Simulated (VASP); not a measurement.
# LiNbO3 in VASP: further runs

Aim: see how the results for LiNbO3 move with the level of theory and the settings. Levels: r2SCAN, PBE. Tasks: single point.

All numbers are computed with VASP 6.6.1; they aren't measurements. Logs are shortened: lines on timing, memory, paths and dates and some standing lists are left out, and cuts for length are marked.

### Step 1. The cell of the first run

Symmetry: Pm-3m, No. 221, cubic system. Conventional cell: a = 3.933 Å, b = 3.933 Å, c = 3.933 Å, α = 90.00°, β = 90.00°, γ = 90.00°. Within 3.7 Å of Li (site symmetry m-3m) lie 12 O at 2.78 Å and 8 Nb at 3.41 Å. Within 2.6 Å of Nb (site symmetry m-3m) lie 6 O at 1.97 Å. Within 2.6 Å of O (site symmetry 4/mmm) lie 2 Nb at 1.97 Å.

### Step 2. Single point, r2SCAN

File POSCAR:

```
LiNbO3
1.0
    3.9331683525      0.0000000000      0.0000000000
    0.0000000000      3.9331683525      0.0000000000
    0.0000000000      0.0000000000      3.9331683525
Li Nb O
1 1 3
Direct
    0.0000000000      0.0000000000      0.0000000000
    0.5000000000      0.5000000000      0.5000000000
    0.5000000000      0.5000000000      0.0000000000
    0.5000000000      0.0000000000      0.5000000000
    0.0000000000      0.5000000000      0.5000000000
```

File INCAR.step1:

```
PREC     = Accurate       # precision mode
ENCUT    = 520            # plane-wave cutoff, eV
ISMEAR   = 0              # smearing method
SIGMA    = 0.01           # smearing width, eV
LREAL    = F              # projectors in reciprocal space
LASPH    = T              # aspherical terms in the spheres
NELM     = 80             # most SCF steps
NBANDS   = 25             # bands
GGA      = PE             # functional
ALGO     = Normal         # electronic algorithm
EDIFF    = 1E-4           # SCF threshold, eV
LWAVE    = T              # write WAVECAR
LCHARG   = F              # write CHGCAR
```

File INCAR.step2:

```
PREC     = Accurate       # precision mode
ENCUT    = 520            # plane-wave cutoff, eV
EDIFF    = 1E-6           # SCF threshold, eV
ISMEAR   = 0              # smearing method
SIGMA    = 0.01           # smearing width, eV
LREAL    = F              # projectors in reciprocal space
LASPH    = T              # aspherical terms in the spheres
NELM     = 80             # most SCF steps
ALGO     = Normal         # electronic algorithm
ISIF     = 2              # what is computed and relaxed
LWAVE    = F              # write WAVECAR
LCHARG   = F              # write CHGCAR
METAGGA  = R2SCAN         # meta-GGA
LMIXTAU  = T            
NBANDS   = 25             # bands
ISTART   = 1
```

File KPOINTS:

```
regular mesh
0
Gamma
  6 6 6
```

Potentials or basis: VASP PAW PBE potentials, release 64 (Li_sv, Nb_sv, O).

Run with:

```console
cat potpaw_PBE.64/Li_sv/POTCAR potpaw_PBE.64/Nb_sv/POTCAR potpaw_PBE.64/O/POTCAR > POTCAR
cp INCAR.step1 INCAR
mpirun -np 1 vasp_std > vasp.out
cp INCAR.step2 INCAR
mpirun -np 1 vasp_std > vasp.out
```

OUTCAR:

```text
PREC = Accurate
   ENCUT = 520
   EDIFF = 1E-6
   ISMEAR = 0
   LREAL = F
   LASPH = T
   NELM = 80
   ISIF = 2
   METAGGA = R2SCAN
   ISTART = 1

 ion  position               nearest neighbor table
   1  0.000  0.000  0.000-
   2  0.500  0.500  0.500-   3 1.97   4 1.97   5 1.97   3 1.97   4 1.97   5 1.97
   3  0.500  0.500  0.000-   2 1.97   2 1.97
   4  0.500  0.000  0.500-   2 1.97   2 1.97
   5  0.000  0.500  0.500-   2 1.97   2 1.97

  LATTYP: Found a simple cubic cell.
 ALAT       =     3.9331683525

  Lattice vectors:

 A1 = (   3.9331683525,   0.0000000000,   0.0000000000)
 A2 = (   0.0000000000,   3.9331683525,   0.0000000000)
 A3 = (   0.0000000000,   0.0000000000,   3.9331683525)

Analysis of symmetry for initial positions (statically):
=====================================================================
 Subroutine PRICEL returns:
 Original cell was already a primitive cell.

 Routine SETGRP: Setting up the symmetry group for a
 simple cubic supercell.

 Subroutine GETGRP returns: Found 48 space group operations
 (whereof 48 operations were pure point group operations)
 out of a pool of 48 trial point group operations.

The static configuration has the point symmetry O_h .

Analysis of symmetry for dynamics (positions and initial velocities):
=====================================================================
 Subroutine PRICEL returns:
 Original cell was already a primitive cell.

 Routine SETGRP: Setting up the symmetry group for a
 simple cubic supercell.

 Subroutine GETGRP returns: Found 48 space group operations
 (whereof 48 operations were pure point group operations)
 out of a pool of 48 trial point group operations.

The dynamic configuration has the point symmetry O_h .

 Subroutine INISYM returns: Found 48 space group operations
 (whereof 48 operations are pure point group operations),
 and found     1 'primitive' translations

----------------------------------------------------------------------------------------

                                     Primitive cell

  volume of cell :      60.8454

  direct lattice vectors                    reciprocal lattice vectors
     3.933168353  0.000000000  0.000000000     0.254247952  0.000000000  0.000000000
     0.000000000  3.933168353  0.000000000     0.000000000  0.254247952  0.000000000
[... 79 lines left out ...]
   ICHARG =      0    charge: 1-file 2-atom 10-const
   ISPIN  =      1    spin polarized calculation?
   LNONCOLLINEAR =      F non collinear calculations
   LSORBIT =      F    spin-orbit coupling
   LASPH  =      T    aspherical Exc in radial PAW
   ENCUT  =  520.0 eV  38.22 Ry    6.18 a.u.   7.31  7.31  7.31*2*pi/ulx,y,z
   NELM   =     80;   NELMIN=  2; NELMDL=  0     # of ELM steps
   EDIFF  = 0.1E-05   stopping-criterion for ELM
   LREAL  =      F    real-space projection
[... 7 lines left out ...]
   TEBEG  =    0.0;   TEEND  =   0.0 temperature during run
   PSTRESS=    0.0 pullay stress
   NELECT =      34.0000    total number of electrons
   NUPDOWN=      -1.0000    fix difference up-down
   EMIN   =  10.00;   EMAX   =-10.00  energy-range for DOS
   EFERMI =   0.00;   METHOD = LEGACY
   ISMEAR =     0;   SIGMA  =   0.01  broadening in eV -4-tet -1-fermi 0-gaus
   EFERMI_NEDOS =   21; number of points for ismear=-14 and -15
   IALGO  =     38    algorithm
   IMIX   =      4    mixing-type and parameters
     AMIX     =   0.40;   BMIX     =  1.00
     AMIX_MAG =   1.60;   BMIX_MAG =  1.00
  volume/ion in A,a.u.               =      12.17        82.12
  Fermi-wavevector in a.u.,A,eV,Ry     =   1.348420  2.548145 24.738619  1.818237
  Thomas-Fermi vector in A             =   2.476091
   LORBIT       =      0    0 simple, 1 ext, 2 COOP (PROOUT), +10 PAW based schemes
   METAGGA = R2SCAN    functional components
   LHFCALC =     F    Hartree Fock is set to
   AEXX    =    0.0000 exact exchange contribution
   IVDW    =     0    specifies the selected vdW correction
   LEPSILON=     F    determine dielectric tensor
   LRPA    =     F    only Hartree local field effects (RPA)
 non-spin polarized calculation
 Gauss-broadening in eV      SIGMA  =   0.01
  energy-cutoff  :      520.00
  volume of cell :       60.85
 maximum number of plane-waves:      1662
 NGX is ok and might be reduce to    30
   NGX = 15   NGY = 15   NGZ = 15

 number of electron      33.9999990 magnetization

 Free energy of the ion-electron system (eV)
  ---------------------------------------------------
  ext. energy  EPLUGINS =         0.00000000
  ---------------------------------------------------
  free energy    TOTEN  =       -58.36082498 eV

  energy without entropy =      -58.36082498  energy(sigma->0) =      -58.36082498

 E-fermi :   3.1460     XC(G=0): -10.5972

 val. band max:        3.0161396984   @ k =   0.5000   0.5000   0.5000
 cond. band min:       5.1221902235   @ k =   0.0000   0.0000   0.0000
 fundamental gap:      2.1060505251
 Fermi energy:         3.1460382036

 k-point     1 :       0.0000    0.0000    0.0000
  band No.  band energies     occupation
      1     -53.5480      2.00000
      2     -43.7932      2.00000
      3     -28.9030      2.00000
      4     -28.9030      2.00000
      5     -28.9030      2.00000
      6     -15.4513      2.00000
[... 549 lines left out ...]
     24      13.9019      0.00000
     25      15.2903      0.00000

------------------------ aborting loop because EDIFF is reached ----------------------------------------

  FORCE on cell =-STRESS in cart. coord.  units (eV):
  Direction    XX          YY          ZZ          XY          YZ          ZX
  --------------------------------------------------------------------------------------
  -------------------------------------------------------------------------------------
  Total       -0.1354937     -0.1354937     -0.1354937     -0.0000000      0.0000000     -0.0000000
  in kB       -3.5678140     -3.5678140     -3.5678140     -0.0000000      0.0000000     -0.0000000
  external PRESSURE =      -3.5678140 kB  Pullay stress =       0.0000000 kB

 VOLUME and BASIS-vectors are now :
 -----------------------------------------------------------------------------
  energy-cutoff  :      520.00
  volume of cell :       60.85
      direct lattice vectors                 reciprocal lattice vectors
     3.933168353  0.000000000  0.000000000     0.254247952  0.000000000  0.000000000
     0.000000000  3.933168353  0.000000000     0.000000000  0.254247952  0.000000000
     0.000000000  0.000000000  3.933168353     0.000000000  0.000000000  0.254247952

 POSITION                                       TOTAL-FORCE (eV/Angst)
 -----------------------------------------------------------------------------------
      0.00000      0.00000      0.00000         0.000000      0.000000      0.000000
      1.96658      1.96658      1.96658         0.000000      0.000000      0.000000
      1.96658      1.96658      0.00000         0.000000      0.000000      0.000000
      1.96658      0.00000      1.96658         0.000000      0.000000      0.000000
      0.00000      1.96658      1.96658         0.000000      0.000000      0.000000
 -----------------------------------------------------------------------------------
    total drift:                                0.000000      0.000000     -0.000000

  FREE ENERGIE OF THE ION-ELECTRON SYSTEM (eV)
  ---------------------------------------------------
  free  energy   TOTEN  =       -58.3608249827 eV

  energy  without entropy=      -58.3608249827  energy(sigma->0) =      -58.36082498
```

OUTCAR.step1:

```text
PREC = Accurate
   ENCUT = 520
   ISMEAR = 0
   LREAL = F
[... 786 lines left out ...]
      1.96658      1.96658      1.96658         0.000000      0.000000      0.000000
      1.96658      1.96658      0.00000         0.000000      0.000000      0.000000
      1.96658      0.00000      1.96658         0.000000      0.000000      0.000000
      0.00000      1.96658      1.96658         0.000000      0.000000      0.000000
 -----------------------------------------------------------------------------------
    total drift:                                0.000000      0.000000     -0.000000

  FREE ENERGIE OF THE ION-ELECTRON SYSTEM (eV)
  ---------------------------------------------------
  free  energy   TOTEN  =       -39.1954713521 eV

  energy  without entropy=      -39.1954713521  energy(sigma->0) =      -39.19547135
```

OSZICAR.step1:

```text
N       E                     dE             d eps       ncg     rms          rms(c)
DAV:   1     0.314046260748E+03    0.31405E+03   -0.17831E+04  1000   0.136E+03
DAV:   2    -0.247883825121E+02   -0.33883E+03   -0.32365E+03  1330   0.439E+02
DAV:   3    -0.469351564821E+02   -0.22147E+02   -0.22007E+02  1679   0.102E+02
DAV:   4    -0.478348990530E+02   -0.89974E+00   -0.89745E+00  1468   0.176E+01
DAV:   5    -0.478520654211E+02   -0.17166E-01   -0.17165E-01  1525   0.209E+00    0.194E+01
DAV:   6    -0.394041196398E+02    0.84479E+01   -0.34348E+01  1461   0.459E+01    0.675E+00
DAV:   7    -0.392079648598E+02    0.19615E+00   -0.22517E+00  1394   0.115E+01    0.385E+00
DAV:   8    -0.392090344166E+02   -0.10696E-02   -0.31000E-01  1608   0.574E+00    0.110E+00
DAV:   9    -0.391945420840E+02    0.14492E-01   -0.50664E-02  1507   0.249E+00    0.500E-01
DAV:  10    -0.391954702328E+02   -0.92815E-03   -0.12565E-02  1179   0.836E-01    0.888E-02
DAV:  11    -0.391954713521E+02   -0.11194E-05   -0.98246E-04  1498   0.275E-01
   1 F= -.39195471E+02 E0= -.39195471E+02  d E =-.125754-174
```

It took 2.7 min on 1 thread of AMD EPYC 7R13, shared host; peak memory 0.15 GiB.

What came out:

```yaml
Free_energy: -58.3608 eV
Band_gap_on_the_k_mesh: 2.11 eV (least direct gap 2.95 eV)
```

Caveat: the cutoff is under 1.25 times the usual one of these potentials, so pressure, stress and relaxed cells hold a basis-set (Pulay) error; the PAW data sets were made with another functional, which shifts forces and pressure a little.

### Step 3. Single point, r2SCAN (strain +0.5%)

Edit POSCAR of step 2 so:

```diff
@@ -2,5 +2,5 @@
 1.0
-    3.9331683525      0.0000000000      0.0000000000
-    0.0000000000      3.9331683525      0.0000000000
-    0.0000000000      0.0000000000      3.9331683525
+    3.9528341942      0.0000000000      0.0000000000
+    0.0000000000      3.9528341942      0.0000000000
+    0.0000000000      0.0000000000      3.9528341942
 Li Nb O
```

File INCAR.step1:

```
ALGO = Normal
EDIFF = 1E-4
ENCUT = 520
GGA = PE
ISMEAR = 0
LASPH = T
LCHARG = F
LREAL = F
LWAVE = T
NBANDS = 25
NELM = 80
PREC = Accurate
SIGMA = 0.01
```

File INCAR.step2:

```
ALGO = Normal
EDIFF = 1E-6
ENCUT = 520
ISIF = 2
ISMEAR = 0
ISTART = 1
LASPH = T
LCHARG = T
LELF = T
LMIXTAU = T
LREAL = F
LVHAR = T
LWAVE = F
METAGGA = R2SCAN
NBANDS = 25
NELM = 80
PREC = Accurate
SIGMA = 0.01
```

File KPOINTS:

```
k-points
0
Gamma
  6 6 6
```

Potentials or basis: VASP PAW PBE potentials, release 64 (Li_sv, Nb_sv, O).

Run with:

```console
cat potpaw_PBE.64/Li_sv/POTCAR potpaw_PBE.64/Nb_sv/POTCAR potpaw_PBE.64/O/POTCAR > POTCAR
cp INCAR.step1 INCAR
mpirun -np 1 vasp_std > vasp.out
cp INCAR.step2 INCAR
mpirun -np 1 vasp_std > vasp.out
```

OUTCAR:

```text
EDIFF = 1E-6
   ENCUT = 520
   ISIF = 2
   ISMEAR = 0
   ISTART = 1
   LASPH = T
   LREAL = F
   METAGGA = R2SCAN
   NELM = 80
   PREC = Accurate

 ion  position               nearest neighbor table
   1  0.000  0.000  0.000-
   2  0.500  0.500  0.500-   3 1.98   4 1.98   5 1.98   3 1.98   4 1.98   5 1.98
   3  0.500  0.500  0.000-   2 1.98   2 1.98
   4  0.500  0.000  0.500-   2 1.98   2 1.98
[... 757 lines left out ...]
  Direction    XX          YY          ZZ          XY          YZ          ZX
  --------------------------------------------------------------------------------------
  -------------------------------------------------------------------------------------
  Total       -1.2366982     -1.2366982     -1.2366982     -0.0000000     -0.0000000     -0.0000000
  in kB      -32.0810457    -32.0810457    -32.0810457     -0.0000000     -0.0000000     -0.0000000
  external PRESSURE =     -32.0810457 kB  Pullay stress =       0.0000000 kB

 VOLUME and BASIS-vectors are now :
 -----------------------------------------------------------------------------
  energy-cutoff  :      520.00
  volume of cell :       61.76
      direct lattice vectors                 reciprocal lattice vectors
     3.952834194  0.000000000  0.000000000     0.252983037  0.000000000  0.000000000
     0.000000000  3.952834194  0.000000000     0.000000000  0.252983037  0.000000000
     0.000000000  0.000000000  3.952834194     0.000000000  0.000000000  0.252983037

 POSITION                                       TOTAL-FORCE (eV/Angst)
 -----------------------------------------------------------------------------------
      0.00000      0.00000      0.00000         0.000000      0.000000      0.000000
      1.97642      1.97642      1.97642         0.000000      0.000000      0.000000
      1.97642      1.97642      0.00000         0.000000      0.000000      0.000000
      1.97642      0.00000      1.97642         0.000000      0.000000      0.000000
      0.00000      1.97642      1.97642         0.000000      0.000000      0.000000
 -----------------------------------------------------------------------------------
    total drift:                                0.000000      0.000000     -0.000000

  FREE ENERGIE OF THE ION-ELECTRON SYSTEM (eV)
  ---------------------------------------------------
  free  energy   TOTEN  =       -58.3519123782 eV

  energy  without entropy=      -58.3519123782  energy(sigma->0) =      -58.35191238
```

Run time: 3.3 min. Hardware: 1 thread of AMD EPYC 7R13, shared host; peak memory 0.16 GiB.

Results:

```
Free energy            : -58.3519 eV
Band gap on the k mesh : 2.07 eV (least direct gap 2.92 eV)
```

Caveat: the cell differs from its parent crystal (strain +0.5%); the cutoff is under 1.25 times the usual one of these potentials, so pressure, stress and relaxed cells hold a basis-set (Pulay) error; the PAW data sets were made with another functional, which shifts forces and pressure a little.

[end of part 1 of 2]
